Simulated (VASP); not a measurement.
CoSi2: single point with PBEsol

The system is CoSi2.

```
Co Si
1.0
     0.00000    2.65625    2.65625
     2.65625    0.00000    2.65625
     2.65625    2.65625    0.00000
Co Si
1 2
Cartesian
  0.0000 0.0000 0.0000
  1.3281 1.5031 1.3281
  3.9844 4.1594 3.9844
```

This cell differs from its parent crystal: all Si atoms moved +0.175 Å, as atom 2 along Cartesian [0 1 0].

```yaml
Program: VASP 6.6.1
Task: single point
Functional: PBEsol
Potentials_or_basis: VASP PAW PBE potentials, release 64 (Co, Si)
Cutoff: 520 eV
k_mesh: 16 × 16 × 16
Occupations: gaussian, width 0.15 eV
Spin: no spin polarisation
Dipole_correction: no
Further_INCAR_settings: ALGO = Normal; EDIFF = 1e-06; NBANDS = 16
```

```json
{
 "Pressure": "2.7 GPa",
 "Largest force": "2.208 eV/Å",
 "Band gap on the k mesh": "zero (an odd number of electrons rules out a gap without spin polarisation)"
}
```

Forces in eV/Å, atoms in the order of the input:
```
Co   0.000  2.208  0.000
Si   0.000 -1.104  0.000
Si   0.000 -1.104  0.000
```

Stress tensor (GPa, compression positive):
```
3.27 0.00 0.00
0.00 1.70 0.00
0.00 0.00 3.27
```

Levels at points of the mesh, in eV from the Fermi level:
```
           k point  band 7  band 8  band 9  band 10  band 11  band 12
(0.00, 0.00, 0.00)    0.93    3.01    3.01     3.51     3.65     3.88
(0.50, 0.00, 0.00)   -1.75   -0.41   -0.34     2.45     3.49     3.76
(0.50, 0.50, 0.00)   -2.03   -1.96   -1.43     1.64     2.86     8.59
(0.50, 0.00, 0.50)   -1.97   -1.94   -1.47     1.62     2.84     8.71
```

It took 4.5 min on 1 thread of Intel Xeon 8259CL, on a shared host, peak memory 0.32 GiB.

Caveat: the cell differs from its parent crystal (all Si atoms moved +0.175 Å, as atom 2 along Cartesian [0 1 0]); the PAW data sets were made with another functional, which shifts forces and pressure a little; the run has no spin polarisation, though such a crystal can be magnetic. Spin polarisation is off, so any magnetic state and its effect on volume and gap are missing.
